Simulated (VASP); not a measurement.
# NaH (Pmmn) in VASP: further runs

The runs below take NaH through single point, relaxation of cell and atoms, with PBE.

Program: VASP 6.6.1. These are calculated values, not measurements. Logs are shortened: lines on timing, memory, paths and dates and some standing lists are left out, and cuts for length are marked.

## Step 1: The cell of the first run

Symmetry: Pmmn, No. 59, orthorhombic system. The conventional cell has a = 3.271 Å, b = 4.477 Å, c = 3.120 Å, α = 90.00°, β = 90.00°, γ = 90.00°. Within 3.4 Å of Na (site symmetry mm2) lie 6 H at 2.24 to 2.28 Å and 12 Na at 3.06 to 3.32 Å. H (site symmetry mm2) has 6 Na at 2.24 to 2.28 Å and 12 H at 3.08 to 3.29 Å within 3.3 Å.

The cell was built from a structure type or drawn by symmetry, and may not be a known phase.

## Step 2: Single point, PBE

The input, INCAR:

```
SYSTEM = NaH
PREC = Accurate ; ENCUT = 500
EDIFF = 1E-6 ; ISMEAR = 0
SIGMA = 0.1 ; LREAL = .False.
LASPH = .True. ; NELM = 120
ALGO = Normal ; ISIF = 2
LWAVE = .False. ; LCHARG = .True.
GGA = PE ; LELF = .True.
LVHAR = .True. ; NBANDS = 16
GGA_COMPAT = .False.
```

The input, KPOINTS:

```
regular mesh
0
Gamma
  6 4 6
  0 0 0
```

The input, POSCAR:

```
NaH
1.0
    3.2714090700      0.0000000000      0.0000000000
    0.0000000000      4.4766882600      0.0000000000
    0.0000000000      0.0000000000      3.1204831000
Na H
2 2
Direct
    0.5000000000      0.5000000000      0.7073100100
    0.0000000000      0.0000000000      0.2926899900
    0.0000000000      0.5000000000      0.2150069700
    0.5000000000      0.0000000000      0.7849930300
```

Potentials or basis: VASP PAW PBE potentials, release 64 (Na_pv, H).

Command:

```
cat potpaw_PBE.64/Na_pv/POTCAR potpaw_PBE.64/H/POTCAR > POTCAR
mpirun -np 1 vasp_std > vasp.out
```

OUTCAR:

```text
SYSTEM = NaH
   PREC = Accurate
   ENCUT = 500
   EDIFF = 1E-6
   ISMEAR = 0
   LREAL = .False.
   LASPH = .True.
   NELM = 120
   ISIF = 2
   GGA = PE

 ion  position               nearest neighbor table
   1  0.500  0.500  0.707-
   2  0.000  0.000  0.293-
   3  0.000  0.500  0.215-
   4  0.500  0.000  0.785-

  LATTYP: Found a simple orthorhombic cell.
 ALAT       =     3.1204831000
 B/A-ratio  =     1.0483662193
 C/A-ratio  =     1.4346138455

  Lattice vectors:

 A1 = (   0.0000000000,   0.0000000000,   3.1204831000)
 A2 = (   3.2714090700,   0.0000000000,   0.0000000000)
 A3 = (   0.0000000000,   4.4766882600,   0.0000000000)

Analysis of symmetry for initial positions (statically):
=====================================================================
 Subroutine PRICEL returns:
 Original cell was already a primitive cell.

 Routine SETGRP: Setting up the symmetry group for a
 simple orthorhombic supercell.

 Subroutine GETGRP returns: Found  8 space group operations
 (whereof  4 operations were pure point group operations)
 out of a pool of  8 trial point group operations.

The static configuration has the point symmetry C_2v.
 The point group associated with its full space group is D_2h.

Analysis of symmetry for dynamics (positions and initial velocities):
=====================================================================
 Subroutine PRICEL returns:
 Original cell was already a primitive cell.

 Routine SETGRP: Setting up the symmetry group for a
 simple orthorhombic supercell.

 Subroutine GETGRP returns: Found  8 space group operations
 (whereof  4 operations were pure point group operations)
 out of a pool of  8 trial point group operations.

The dynamic configuration has the point symmetry C_2v.
 The point group associated with its full space group is D_2h.

 Subroutine INISYM returns: Found  8 space group operations
 (whereof  4 operations are pure point group operations),
 and found     1 'primitive' translations

----------------------------------------------------------------------------------------

                                     Primitive cell

  volume of cell :      45.6997

  direct lattice vectors                    reciprocal lattice vectors
     3.271409070  0.000000000  0.000000000     0.305678678  0.000000000  0.000000000
     0.000000000  4.476688260  0.000000000     0.000000000  0.223379414  0.000000000
     0.000000000  0.000000000  3.120483100     0.000000000  0.000000000  0.320463200

  length of vectors
     3.271409070  4.476688260  3.120483100     0.305678678  0.223379414  0.320463200

  position of ions in fractional coordinates (direct lattice)
     0.500000000  0.500000000  0.707310010
     0.000000000  0.000000000  0.292689990
     0.000000000  0.500000000  0.215006970
     0.500000000  0.000000000  0.784993030

  ion indices of the primitive-cell ions
   primitive index   ion index
                 1           1
                 2           2
                 3           3
                 4           4

----------------------------------------------------------------------------------------

 KPOINTS: regular mesh

Automatic generation of k-mesh.
 Grid dimensions read from file:
 generate k-points for:    6    4    6

 Generating k-lattice:

  Cartesian coordinates                     Fractional coordinates (reciprocal lattice)
     0.050946446  0.000000000  0.000000000     0.166666667  0.000000000  0.000000000
     0.000000000  0.055844853  0.000000000     0.000000000  0.250000000  0.000000000
     0.000000000  0.000000000  0.053410533     0.000000000  0.000000000  0.166666667

  Length of vectors
     0.050946446  0.055844853  0.053410533

  Shift w.r.t. Gamma in fractional coordinates (k-lattice)
     0.000000000  0.000000000  0.000000000

 Subroutine IBZKPT returns following result:
 ===========================================

 Found     48 irreducible k-points:

 Following reciprocal coordinates:
            Coordinates               Weight
  0.000000  0.000000  0.000000      1.000000
  0.166667  0.000000  0.000000      2.000000
  0.333333  0.000000  0.000000      2.000000
  0.500000  0.000000  0.000000      1.000000
  0.000000  0.250000  0.000000      2.000000
  0.166667  0.250000  0.000000      4.000000
[... 16 lines left out ...]
  0.333333  0.500000  0.166667      4.000000
  0.500000  0.500000  0.166667      2.000000
 [... further k-points ...]
   k-points           NKPTS =     48   k-points in BZ     NKDIM =     48   number of bands    NBANDS=     16
   number of dos      NEDOS =    301   number of ions     NIONS =      4
   total plane-waves  NPLWV =  20736
   dimension x,y,z NGX =    24 NGY =   36 NGZ =   24
   dimension x,y,z NGXF=    48 NGYF=   72 NGZF=   48
   ions per type =               2   2
   NGX,Y,Z   is equivalent  to a cutoff of  12.20, 13.37, 12.79 a.u.
   NGXF,Y,Z  is equivalent  to a cutoff of  24.39, 26.74, 25.57 a.u.
 SYSTEM =  NaH
   PREC   = accura    normal or accurate (medium, high low for compatibility)
   ISTART =      0    job   : 0-new  1-cont  2-samecut
   ICHARG =      2    charge: 1-file 2-atom 10-const
   ISPIN  =      1    spin polarized calculation?
   LNONCOLLINEAR =      F non collinear calculations
   LSORBIT =      F    spin-orbit coupling
   LASPH  =      T    aspherical Exc in radial PAW
   ENCUT  =  500.0 eV  36.75 Ry    6.06 a.u.   5.96  8.16  5.69*2*pi/ulx,y,z
   NELM   =    120;   NELMIN=  2; NELMDL= -5     # of ELM steps
   EDIFF  = 0.1E-05   stopping-criterion for ELM
   LREAL  =      F    real-space projection
   EDIFFG = 0.1E-04   stopping-criterion for IOM
   NSW    =      0    number of steps for IOM
   IBRION =     -1    ionic relax: 0-MD 1-quasi-New 2-CG
   NFREE  =      0    steps in history (QN), initial steepest desc. (CG)
   ISIF   =      2    stress and relaxation
   ISYM   =      2    0-nonsym 1-usesym 2-fastsym
   POTIM  = 0.5000    time-step for ionic-motion
   TEBEG  =    0.0;   TEEND  =   0.0 temperature during run
   PSTRESS=    0.0 pullay stress
   NELECT =      16.0000    total number of electrons
   NUPDOWN=      -1.0000    fix difference up-down
   EMIN   =  10.00;   EMAX   =-10.00  energy-range for DOS
   EFERMI =   0.00;   METHOD = LEGACY
   ISMEAR =     0;   SIGMA  =   0.10  broadening in eV -4-tet -1-fermi 0-gaus
   EFERMI_NEDOS =   21; number of points for ismear=-14 and -15
   IALGO  =     38    algorithm
   IMIX   =      4    mixing-type and parameters
     AMIX     =   0.40;   BMIX     =  1.00
     AMIX_MAG =   1.60;   BMIX_MAG =  1.00
  volume/ion in A,a.u.               =      11.42        77.10
  Fermi-wavevector in a.u.,A,eV,Ry     =   1.153835  2.180432 18.113910  1.331335
  Thomas-Fermi vector in A             =   2.290476
   LORBIT       =      0    0 simple, 1 ext, 2 COOP (PROOUT), +10 PAW based schemes
   GGA     = PE    functional components
   LHFCALC =     F    Hartree Fock is set to
   AEXX    =    0.0000 exact exchange contribution
   IVDW    =     0    specifies the selected vdW correction
   LEPSILON=     F    determine dielectric tensor
   LRPA    =     F    only Hartree local field effects (RPA)
 non-spin polarized calculation
 Gauss-broadening in eV      SIGMA  =   0.10
  energy-cutoff  :      500.00
  volume of cell :       45.70
 maximum number of plane-waves:      1182
 NGX is ok and might be reduce to    24
   NGX = 11   NGY = 17   NGZ = 11

 number of electron      15.9999992 magnetization

 Free energy of the ion-electron system (eV)
  ---------------------------------------------------
  ext. energy  EPLUGINS =         0.00000000
  ---------------------------------------------------
  free energy    TOTEN  =        -9.92294943 eV

  energy without entropy =       -9.92294943  energy(sigma->0) =       -9.92294943

 E-fermi :   0.2092     XC(G=0):  -8.5127

 val. band max:       -0.3377780491   @ k =   0.5000   0.5000   0.5000
 cond. band min:       3.6431808635   @ k =   0.5000   0.5000   0.0000
 fundamental gap:      3.9809589127
 Fermi energy:         0.2092072070

 k-point     1 :       0.0000    0.0000    0.0000
  band No.  band energies     occupation
      1     -22.3290      2.00000
      2     -22.2251      2.00000
      3     -22.2080      2.00000
      4     -22.1572      2.00000
      5     -22.1517      2.00000
      6     -22.1517      2.00000
[... 8 lines left out ...]
     15      16.2396      0.00000
     16      17.1215      0.00000

 k-point     2 :       0.1667    0.0000    0.0000
  band No.  band energies     occupation
      1     -22.3150      2.00000
      2     -22.2414      2.00000
      3     -22.2047      2.00000
      4     -22.1763      2.00000
      5     -22.1615      2.00000
      6     -22.1584      2.00000
[... 8 lines left out ...]
     15      15.8454      0.00000
     16      16.1680      0.00000

 k-point     3 :       0.3333    0.0000    0.0000
  band No.  band energies     occupation
      1     -22.2784      2.00000
      2     -22.2704      2.00000
      3     -22.2368      2.00000
      4     -22.1898      2.00000
      5     -22.1871      2.00000
      6     -22.1635      2.00000
[... 8 lines left out ...]
     15      16.1609      0.00000
     16      16.2802      0.00000

 k-point     4 :       0.5000    0.0000    0.0000
  band No.  band energies     occupation
      1     -22.2742      2.00000
      2     -22.2742      2.00000
      3     -22.2321      2.00000
      4     -22.2321      2.00000
      5     -22.1739      2.00000
      6     -22.1739      2.00000
[... 8 lines left out ...]
     15      15.5337      0.00000
     16      15.5337      0.00000
[... 324 lines left out ...]
 k-point    22 :       0.1667    0.5000    0.1667
  band No.  band energies     occupation
      1     -22.2816      2.00000
      2     -22.2816      2.00000
      3     -22.2062      2.00000
      4     -22.2062      2.00000
      5     -22.1694      2.00000
      6     -22.1694      2.00000
[... 8 lines left out ...]
     15      16.7757      0.00000
     16      16.7757      0.00000

 k-point    23 :       0.3333    0.5000    0.1667
  band No.  band energies     occupation
      1     -22.3109      2.00000
      2     -22.3109      2.00000
      3     -22.2089      2.00000
      4     -22.2089      2.00000
      5     -22.1682      2.00000
      6     -22.1682      2.00000
[... 8 lines left out ...]
     15      15.4693      0.00000
     16      15.4693      0.00000

 k-point    24 :       0.5000    0.5000    0.1667
  band No.  band energies     occupation
      1     -22.3288      2.00000
      2     -22.3288      2.00000
      3     -22.2032      2.00000
      4     -22.2032      2.00000
      5     -22.1713      2.00000
      6     -22.1713      2.00000
[... 8 lines left out ...]
     15      16.2048      0.00000
     16      16.2048      0.00000

 [... further k-points ...]

------------------------ aborting loop because EDIFF is reached ----------------------------------------

  FORCE on cell =-STRESS in cart. coord.  units (eV):
  Direction    XX          YY          ZZ          XY          YZ          ZX
  --------------------------------------------------------------------------------------
  -------------------------------------------------------------------------------------
  Total        1.7582942      2.1723146      2.1627548      0.0000000      0.0000000      0.0000000
  in kB       61.6436850     76.1587408     75.8235859      0.0000000      0.0000000      0.0000000
  external PRESSURE =      71.2086706 kB  Pullay stress =       0.0000000 kB

 VOLUME and BASIS-vectors are now :
 -----------------------------------------------------------------------------
  energy-cutoff  :      500.00
  volume of cell :       45.70
      direct lattice vectors                 reciprocal lattice vectors
     3.271409070  0.000000000  0.000000000     0.305678678  0.000000000  0.000000000
     0.000000000  4.476688260  0.000000000     0.000000000  0.223379414  0.000000000
     0.000000000  0.000000000  3.120483100     0.000000000  0.000000000  0.320463200

 POSITION                                       TOTAL-FORCE (eV/Angst)
 -----------------------------------------------------------------------------------
      1.63570      2.23834      2.20715         0.000000      0.000000      0.202066
      0.00000      0.00000      0.91333         0.000000      0.000000     -0.202066
      0.00000      2.23834      0.67093         0.000000      0.000000      0.066494
      1.63570      0.00000      2.44956         0.000000      0.000000     -0.066494
 -----------------------------------------------------------------------------------
    total drift:                                0.000000     -0.000000     -0.000000

  FREE ENERGIE OF THE ION-ELECTRON SYSTEM (eV)
  ---------------------------------------------------
  free  energy   TOTEN  =        -9.9229494274 eV

  energy  without entropy=       -9.9229494274  energy(sigma->0) =       -9.92294943
```

Run time: 33 s. Hardware: 1 thread of Intel Xeon 8259CL, shared host; peak memory 0.16 GiB.

Results:

* Free energy: -9.9229 eV
* Pressure: 7.1 GPa
* Largest force: 0.202 eV/Å
* Band gap on the k mesh: 3.98 eV (least direct gap 5.05 eV)

Forces in eV/Å, atoms in the order of the input:
```
Na   0.000  0.000  0.202
Na   0.000  0.000 -0.202
H    0.000  0.000  0.066
H    0.000  0.000 -0.066
```

Levels at points of the mesh, in eV from the valence-band top:
```
           k point  band 6  band 7  band 8  band 9  band 10  band 11
(0.00, 0.00, 0.00)  -21.81   -4.25   -0.19    5.17    10.74    11.33
(0.50, 0.00, 0.00)  -21.84   -1.51   -1.51    6.64     6.64     8.08
(0.00, 0.50, 0.00)  -21.84   -2.64   -2.64    8.59     8.59    12.58
(0.50, 0.50, 0.00)  -21.83   -1.07   -1.07    3.98     3.98    12.49
(0.00, 0.00, 0.50)  -21.82   -1.50   -0.96    6.16     7.19     8.16
(0.50, 0.00, 0.50)  -21.87   -0.24   -0.24    5.08     5.08    10.87
(0.00, 0.50, 0.50)  -21.84   -0.83   -0.83    4.27     4.27    12.10
(0.50, 0.50, 0.50)  -21.86    0.00    0.00    6.57     6.57     6.63
```

Caveat: the cell stands under pressure. A k mesh can miss the band edges.

## Step 3: Relaxation of cell and atoms, PBE

The input, INCAR:

```
SYSTEM = NaH
  ALGO = Normal
  EDIFF = 1E-7
  EDIFFG = -0.04
  ENCUT = 500
  GGA = PE
  GGA_COMPAT = .False.
  IBRION = 2
  ISIF = 3
  ISMEAR = 0
  LASPH = .True.
  LCHARG = .False.
  LREAL = .False.
  LWAVE = .False.
  NELM = 120
  NELMIN = 4
  NSW = 90
  PREC = Accurate
  SIGMA = 0.1
```

The input, KPOINTS:

```
k-points
0
Gamma
  6 4 6
  0 0 0
```

POSCAR is that of step 2.

Potentials or basis: VASP PAW PBE potentials, release 64 (Na_pv, H).

Command:

```
cat potpaw_PBE.64/Na_pv/POTCAR potpaw_PBE.64/H/POTCAR > POTCAR
mpirun -np 1 vasp_std > vasp.out
```

Run time: 3.4 min. Hardware: 1 thread of Intel Xeon 8259CL, shared host; peak memory 0.16 GiB.

Results (log left out):

```
Free energy                           : -10.1568 eV
Relaxed volume                        : 13.91 Å³/atom
Relaxed cell                          : a = 3.377 Å, b = 4.833 Å, c = 3.409 Å, α = 90.00°, β = 90.00°, γ = 90.00°
Space group after relaxing (to 0.1 Å) : Fm-3m (No. 225)
Energy gained by relaxing             : 58.5 meV/atom
Ionic steps                           : 10
Pressure after relaxing               : 0.0 GPa
Largest force after relaxing          : 0.030 eV/Å
Band gap on the k mesh                : 3.75 eV (least direct gap 4.64 eV)
```

Forces on the atoms (eV/Å):
```
Na   0.000  0.000  0.016
Na   0.000  0.000 -0.016
H    0.000  0.000  0.030
H    0.000  0.000 -0.030
```

Stress tensor (GPa, compression positive):
```
 0.39  0.00  0.00
 0.00 -0.15  0.00
 0.00  0.00 -0.17
```

The path:
| step | energy change (eV) | largest force (eV/Å) | pressure (GPa) | volume (Å³) |
| --- | --- | --- | --- | --- |
| 1 | 0.0000 | 0.2021 | 7.11 | 45.70 |
| 2 | -0.1224 | 0.1746 | 3.95 | 49.14 |
| 3 | -0.2015 | 0.1382 | 0.38 | 54.81 |
| 4 | -0.2035 | 0.1333 | -0.10 | 55.85 |
| 5 | -0.2035 | 0.1323 | -0.20 | 56.06 |
| 6 | -0.2086 | 0.1242 | -0.19 | 56.04 |
| 7 | -0.2209 | 0.0951 | -0.14 | 55.96 |
| 8 | -0.2294 | 0.0444 | -0.04 | 55.79 |
| 9 | -0.2296 | 0.0508 | -0.06 | 55.81 |
| 10 | -0.2339 | 0.0302 | 0.02 | 55.64 |

Final structure:
```
CELL_PARAMETERS angstrom
3.37714 0.00000 0.00000
0.00000 4.83282 0.00000
0.00000 0.00000 3.40925
ATOMIC_POSITIONS crystal
Na 0.50000 0.50000 0.74551
Na 0.00000 0.00000 0.25449
H 0.00000 0.50000 0.24344
H 0.50000 0.00000 0.75656
```

Levels at points of the mesh, in eV from the valence-band top:
```csv
k point,band 5,band 6,band 7,band 8,band 9,band 10,band 11,band 12
"(0.00, 0.00, 0.00)",-22.09,-22.08,-3.67,-0.21,4.60,10.12,10.47,10.75
"(0.50, 0.00, 0.00)",-22.10,-22.10,-1.18,-1.18,5.91,5.91,7.47,7.47
"(0.00, 0.50, 0.00)",-22.10,-22.10,-2.32,-2.32,7.52,7.52,11.71,11.71
"(0.50, 0.50, 0.00)",-22.10,-22.10,-0.85,-0.85,3.80,3.80,10.84,10.84
"(0.00, 0.00, 0.50)",-22.10,-22.10,-1.26,-1.18,5.77,5.98,7.40,7.43
"(0.50, 0.00, 0.50)",-22.12,-22.12,-0.17,-0.17,4.68,4.68,10.05,10.05
"(0.00, 0.50, 0.50)",-22.10,-22.10,-0.89,-0.89,3.75,3.75,10.90,10.90
"(0.50, 0.50, 0.50)",-22.12,-22.12,0.00,0.00,6.07,6.07,6.07,6.07
```

Caveat: the volume moved by over 15 % at a fixed basis, so the end points are rough. A k mesh can miss the band edges.
